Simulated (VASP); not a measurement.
The system is Y.

```
CELL_PARAMETERS angstrom
-0.04576 -2.51989 -2.43486
5.07354 -2.52282 2.52929
-5.09992 -2.64072 2.46417
ATOMIC_POSITIONS crystal
Y 0.00722 0.99930 0.01470
Y 0.51515 0.99665 0.49049
Y 0.45781 0.50527 0.99553
Y 0.01982 0.49879 0.49927
```

| Quantity | Value |
| --- | --- |
| Program | VASP 6.6.1 |
| Task | relaxation of cell and atoms |
| Functional | PBE |
| Potentials or basis | VASP PAW PBE potentials, release 64 (Y_sv) |
| Cutoff | 600 eV |
| k mesh | 6 × 4 × 4 |
| Occupations | gaussian, width 0.2 eV |
| Spin | no spin polarisation |

At the start: pressure 0.7 GPa; volume 31.98 Å³/atom.

**Question.** Where does the relaxation end?

**Answer.** Over 15 steps the energy falls by 25.1 meV/atom and the volume is 32.38 Å³/atom (+1.2 %); space group P1 (No. 1, to 0.1 Å) before, Fm-3m (No. 225, to 0.1 Å).

The path:
```csv
step,energy change (eV),largest force (eV/Å),pressure (GPa),volume (Å³)
1,0.0000,0.4708,0.67,127.94
2,-0.0429,0.3626,-0.16,130.42
3,-0.0583,0.2984,-0.92,132.96
4,-0.0848,0.2000,-0.19,130.26
5,-0.0877,0.1524,0.19,129.03
6,-0.0940,0.1041,0.08,129.35
7,-0.0952,0.1174,0.02,129.53
8,-0.0967,0.0963,-0.02,129.71
9,-0.0989,0.0485,-0.15,130.13
10,-0.0991,0.0379,-0.20,130.30
11,-0.1000,0.0327,-0.01,129.71
12,-0.1001,0.0314,0.03,129.54
13,-0.1000,0.0294,0.13,129.20
14,-0.1001,0.0314,0.06,129.44
15,-0.1003,0.0231,0.03,129.53
```

Final structure:
```xyz
4
Lattice="-0.0001 -2.5343 -2.5325 5.0366 -2.5390 2.5348 -5.0374 -2.5398 2.5370" Properties=species:S:1:pos:R:3 pbc="T T T"
Y    -0.0022   -2.5358   -2.5305
Y     2.5176   -5.0790    2.5308
Y     2.5181   -2.5322    0.0089
Y     0.0021   -2.5395    2.5323
```
